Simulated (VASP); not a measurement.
Crystal: Be.

```
Be
1.0
    -1.25312    1.25312    1.25312
     1.25312   -1.25312    1.25312
     1.25312    1.25312   -1.25312
Be
1
Direct
  0.00000 0.00000 0.00000
```

- Program: VASP 6.6.1
- Task: relaxation of cell and atoms
- Functional: LDA
- Potentials or basis: VASP PAW LDA potentials, release 64 (Be)
- Cutoff: 600 eV
- k mesh: 15 × 15 × 15
- Occupations: gaussian, width 0.01 eV
- Spin: no spin polarisation

At the start: pressure -6.1 GPa; volume 7.87 Å³/atom.

Where does the relaxation end?

Over 3 steps the energy falls by 7.7 meV/atom and the volume is 7.49 Å³/atom (-4.9 %); space group Im-3m (No. 229, to 0.05 Å).

Step by step:
| step | energy change (eV) | largest force (eV/Å) | pressure (GPa) | volume (Å³) |
| --- | --- | --- | --- | --- |
| 1 | 0.0000 | 0.0000 | -6.13 | 7.87 |
| 2 | -0.0075 | 0.0000 | -0.84 | 7.53 |
| 3 | -0.0077 | 0.0000 | -0.01 | 7.49 |

Final structure:
```
Be
1.0
    -1.23233    1.23233    1.23233
     1.23233   -1.23233    1.23233
     1.23233    1.23233   -1.23233
Be
1
Cartesian
  0.0000 0.0000 0.0000
```
